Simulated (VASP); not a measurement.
# Si3C4 (P-3m1) in VASP: further runs

Aim: see how the results for Si3C4 move with the level of theory and the settings. Levels: r2SCAN, PBE. Tasks: single point, relaxation of cell and atoms.

Program: VASP 6.6.1. These are calculated values, not measurements. Logs are shortened: lines on timing, memory, paths and dates and some standing lists are left out, and cuts for length are marked.

## 1. The cell of the first run

Symmetry: P-3m1, No. 164, trigonal system. Conventional cell: a = 3.004 Å, b = 3.004 Å, c = 8.893 Å, α = 90.00°, β = 90.00°, γ = 120.00°. Si (site symmetry -3m) has 6 C at 2.04 Å within 2.7 Å. Si (site symmetry 3m) has 4 C at 1.83 to 1.90 Å within 2.4 Å. C (site symmetry 3m) has 1 C at 1.53 Å and 3 Si at 1.90 Å within 2.0 Å. Within 2.4 Å of C (site symmetry 3m) lie 4 Si at 1.83 to 2.04 Å.

## 2. Single point, r2SCAN

The input, POSCAR:

```
Si3C4
1.0
    3.0041700573      0.0000000000      0.0000000000
   -1.5020850286      2.6016875869      0.0000000000
    0.0000000000      0.0000000000      8.8932098622
Si C
3 4
Direct
    0.0000000000      0.0000000000      0.5000000000
    0.6666666667      0.3333333333      0.1727096351
    0.3333333333      0.6666666667      0.8272903649
    0.0000000000      0.0000000000      0.0858734323
    0.3333333333      0.6666666667      0.6216581150
    0.0000000000      0.0000000000      0.9141265677
    0.6666666667      0.3333333333      0.3783418850
```

The input, INCAR.step1:

```
PREC = Accurate
ENCUT = 520
ISMEAR = 0
SIGMA = 0.1
LREAL = False
LASPH = True
NELM = 80
NBANDS = 23
GGA = PE
ALGO = Normal
EDIFF = 1E-4
LWAVE = True
LCHARG = False
```

The input, INCAR.step2:

```
PREC = Accurate
ENCUT = 520
EDIFF = 1E-7
ISMEAR = 0
SIGMA = 0.1
LREAL = False
LASPH = True
NELM = 80
ALGO = Normal
ISIF = 2
LWAVE = False
LCHARG = False
METAGGA = R2SCAN
LMIXTAU = True
NBANDS = 23
ISTART = 1
```

The input, KPOINTS:

```
Automatic mesh
0
Gamma
  12 12 4
```

Potentials or basis: VASP PAW PBE potentials, release 64 (Si, C).

The run is started by

```bash
cat potpaw_PBE.64/Si/POTCAR potpaw_PBE.64/C/POTCAR > POTCAR
cp INCAR.step1 INCAR
mpirun -np 1 vasp_std > vasp.out
cp INCAR.step2 INCAR
mpirun -np 1 vasp_std > vasp.out
```

OUTCAR:

```text
PREC = Accurate
   ENCUT = 520
   EDIFF = 1E-7
   ISMEAR = 0
   LREAL = False
   LASPH = True
   NELM = 80
   ISIF = 2
   METAGGA = R2SCAN
   ISTART = 1

 ion  position               nearest neighbor table
   1  0.000  0.000  0.500-   5 2.04   7 2.04   5 2.04   7 2.04   7 2.04   5 2.04
   2  0.667  0.333  0.173-   7 1.83   4 1.90   4 1.90   4 1.90
   3  0.333  0.667  0.827-   5 1.83   6 1.90   6 1.90   6 1.90
   4  0.000  0.000  0.086-   6 1.53   2 1.90   2 1.90   2 1.90
   5  0.333  0.667  0.622-   3 1.83   1 2.04   1 2.04   1 2.04
   6  0.000  0.000  0.914-   4 1.53   3 1.90   3 1.90   3 1.90
   7  0.667  0.333  0.378-   2 1.83   1 2.04   1 2.04   1 2.04

  LATTYP: Found a hexagonal cell.
 ALAT       =     3.0041700573
 C/A-ratio  =     2.9602884299

  Lattice vectors:

 A1 = (   3.0041700573,   0.0000000000,   0.0000000000)
 A2 = (  -1.5020850286,   2.6016875869,   0.0000000000)
 A3 = (   0.0000000000,   0.0000000000,   8.8932098622)

Analysis of symmetry for initial positions (statically):
=====================================================================
 Subroutine PRICEL returns:
 Original cell was already a primitive cell.

 Routine SETGRP: Setting up the symmetry group for a
 hexagonal supercell.

 Subroutine GETGRP returns: Found 12 space group operations
 (whereof 12 operations were pure point group operations)
 out of a pool of 24 trial point group operations.

The static configuration has the point symmetry D_3d.

Analysis of symmetry for dynamics (positions and initial velocities):
=====================================================================
 Subroutine PRICEL returns:
 Original cell was already a primitive cell.

 Routine SETGRP: Setting up the symmetry group for a
 hexagonal supercell.

 Subroutine GETGRP returns: Found 12 space group operations
 (whereof 12 operations were pure point group operations)
 out of a pool of 24 trial point group operations.

The dynamic configuration has the point symmetry D_3d.

 Subroutine INISYM returns: Found 12 space group operations
 (whereof 12 operations are pure point group operations),
 and found     1 'primitive' translations

----------------------------------------------------------------------------------------

[... 102 lines left out ...]
   EDIFF  = 0.1E-06   stopping-criterion for ELM
   LREAL  =      F    real-space projection
   EDIFFG = 0.1E-05   stopping-criterion for IOM
   NSW    =      0    number of steps for IOM
   IBRION =     -1    ionic relax: 0-MD 1-quasi-New 2-CG
   NFREE  =      0    steps in history (QN), initial steepest desc. (CG)
   ISIF   =      2    stress and relaxation
   ISYM   =      2    0-nonsym 1-usesym 2-fastsym
   POTIM  = 0.5000    time-step for ionic-motion
   TEBEG  =    0.0;   TEEND  =   0.0 temperature during run
   PSTRESS=    0.0 pullay stress
   NELECT =      28.0000    total number of electrons
   NUPDOWN=      -1.0000    fix difference up-down
   EMIN   =  10.00;   EMAX   =-10.00  energy-range for DOS
   EFERMI =   0.00;   METHOD = LEGACY
   ISMEAR =     0;   SIGMA  =   0.10  broadening in eV -4-tet -1-fermi 0-gaus
   EFERMI_NEDOS =   21; number of points for ismear=-14 and -15
   IALGO  =     38    algorithm
   IMIX   =      4    mixing-type and parameters
     AMIX     =   0.40;   BMIX     =  1.00
     AMIX_MAG =   1.60;   BMIX_MAG =  1.00
  volume/ion in A,a.u.               =       9.93        67.01
  Fermi-wavevector in a.u.,A,eV,Ry     =   1.209061  2.284793 19.889375  1.461828
  Thomas-Fermi vector in A             =   2.344650
   LORBIT       =      0    0 simple, 1 ext, 2 COOP (PROOUT), +10 PAW based schemes
   METAGGA = R2SCAN    functional components
   LHFCALC =     F    Hartree Fock is set to
   AEXX    =    0.0000 exact exchange contribution
   IVDW    =     0    specifies the selected vdW correction
   LEPSILON=     F    determine dielectric tensor
   LRPA    =     F    only Hartree local field effects (RPA)
 non-spin polarized calculation
 Gauss-broadening in eV      SIGMA  =   0.10
  energy-cutoff  :      520.00
  volume of cell :       69.51
 maximum number of plane-waves:      1917
 NGX is ok and might be reduce to    24
   NGX = 11   NGY = 11   NGZ = 33

 number of electron      27.9999998 magnetization

 Free energy of the ion-electron system (eV)
  ---------------------------------------------------
  ext. energy  EPLUGINS =         0.00000000
  ---------------------------------------------------
  free energy    TOTEN  =       -63.28298221 eV

  energy without entropy =      -63.27265033  energy(sigma->0) =      -63.27781627

 E-fermi :   8.1370     XC(G=0): -12.1100

 val. band max:        8.1180185257   @ k =  -0.0833   0.2500   0.2500
 cond. band min:       8.1471624878   @ k =   0.0833   0.0000   0.0000
 fundamental gap:      0.0291439621
 Fermi energy:         8.1369711904

 k-point     1 :       0.0000    0.0000    0.0000
  band No.  band energies     occupation
      1      -9.4546      2.00000
      2      -7.4638      2.00000
      3      -6.5750      2.00000
      4      -3.0666      2.00000
      5      -1.2021      2.00000
      6       3.8173      2.00000
[... 613 lines left out ...]
     22      16.7541      0.00000
     23      17.2423      0.00000

 [... further k-points ...]

------------------------ aborting loop because EDIFF is reached ----------------------------------------

  FORCE on cell =-STRESS in cart. coord.  units (eV):
  Direction    XX          YY          ZZ          XY          YZ          ZX
  --------------------------------------------------------------------------------------
  -------------------------------------------------------------------------------------
  Total       -1.1631516     -1.1631516     -1.6240851     -0.0000000      0.0000000     -0.0000000
  in kB      -26.8107346    -26.8107346    -37.4352861     -0.0000000      0.0000000     -0.0000000
  external PRESSURE =     -30.3522518 kB  Pullay stress =       0.0000000 kB

 VOLUME and BASIS-vectors are now :
 -----------------------------------------------------------------------------
  energy-cutoff  :      520.00
  volume of cell :       69.51
      direct lattice vectors                 reciprocal lattice vectors
     3.004170057  0.000000000  0.000000000     0.332870637  0.192182952  0.000000000
    -1.502085029  2.601687587  0.000000000     0.000000000  0.384365904  0.000000000
     0.000000000  0.000000000  8.893209862     0.000000000  0.000000000  0.112445339

 POSITION                                       TOTAL-FORCE (eV/Angst)
 -----------------------------------------------------------------------------------
      0.00000      0.00000      4.44660        -0.000000      0.000000     -0.000000
      1.50209      0.86723      1.53594        -0.000000      0.000000     -0.097068
     -0.00000      1.73446      7.35727         0.000000     -0.000000      0.097068
      0.00000      0.00000      0.76369        -0.000000     -0.000000      0.299612
     -0.00000      1.73446      5.52854         0.000000     -0.000000      0.098439
      0.00000      0.00000      8.12952        -0.000000      0.000000     -0.299612
      1.50209      0.86723      3.36467        -0.000000      0.000000     -0.098439
 -----------------------------------------------------------------------------------
    total drift:                               -0.000000      0.000000      0.000000

  FREE ENERGIE OF THE ION-ELECTRON SYSTEM (eV)
  ---------------------------------------------------
  free  energy   TOTEN  =       -63.2829822077 eV

  energy  without entropy=      -63.2726503327  energy(sigma->0) =      -63.27781627
```

OUTCAR.step1:

```text
PREC = Accurate
   ENCUT = 520
   ISMEAR = 0
   LREAL = False
   LASPH = True
[... 865 lines left out ...]
      0.00000      0.00000      0.76369         0.000000      0.000000      0.025032
     -0.00000      1.73446      5.52854         0.000000      0.000000      0.004155
      0.00000      0.00000      8.12952         0.000000     -0.000000     -0.025032
      1.50209      0.86723      3.36467        -0.000000      0.000000     -0.004155
 -----------------------------------------------------------------------------------
    total drift:                               -0.000000      0.000000      0.000000

  FREE ENERGIE OF THE ION-ELECTRON SYSTEM (eV)
  ---------------------------------------------------
  free  energy   TOTEN  =       -50.1189116041 eV

  energy  without entropy=      -50.1078582310  energy(sigma->0) =      -50.11338492
```

OSZICAR.step1:

```text
N       E                     dE             d eps       ncg     rms          rms(c)
DAV:   1     0.541731670878E+02    0.54173E+02   -0.12863E+04  3174   0.109E+03
DAV:   2    -0.490703382815E+02   -0.10324E+03   -0.98484E+02  4309   0.186E+02
DAV:   3    -0.539939473847E+02   -0.49236E+01   -0.48658E+01  4143   0.367E+01
DAV:   4    -0.540550268320E+02   -0.61079E-01   -0.61013E-01  4221   0.470E+00
DAV:   5    -0.540559032442E+02   -0.87641E-03   -0.87627E-03  4278   0.513E-01    0.137E+01
DAV:   6    -0.503170729374E+02    0.37388E+01   -0.88550E+00  3909   0.140E+01    0.676E+00
DAV:   7    -0.501443126838E+02    0.17276E+00   -0.13945E+00  4287   0.591E+00    0.265E+00
DAV:   8    -0.501305997995E+02    0.13713E-01   -0.22629E-01  4451   0.243E+00    0.126E+00
DAV:   9    -0.501182945539E+02    0.12305E-01   -0.11126E-01  4354   0.154E+00    0.375E-01
DAV:  10    -0.501189264674E+02   -0.63191E-03   -0.13550E-02  3960   0.682E-01    0.200E-01
DAV:  11    -0.501189116041E+02    0.14863E-04   -0.59902E-04  4153   0.134E-01
   1 F= -.50118912E+02 E0= -.50113385E+02  d E =-.110534E-01
```

Run time: 6.9 min. Hardware: 1 thread of Intel Xeon Platinum 8375C at 2.90GHz (Ice Lake), shared host; peak memory 0.24 GiB.

What came out:

* Free energy: -63.2830 eV
* Pressure: -3.0 GPa
* Largest force: 0.300 eV/Å
* Band gap on the k mesh: zero (bands 14 and 15 overlap by 3.10 eV)

Forces on the atoms (eV/Å):
```
Si   0.000  0.000  0.000
Si   0.000  0.000 -0.097
Si   0.000  0.000  0.097
C    0.000  0.000  0.300
C    0.000  0.000  0.098
C    0.000  0.000 -0.300
C    0.000  0.000 -0.098
```

Caveat: the cell stands under tension; the PAW data sets were made with another functional, which shifts forces and pressure a little.

(Continued in part 2 of 2.)
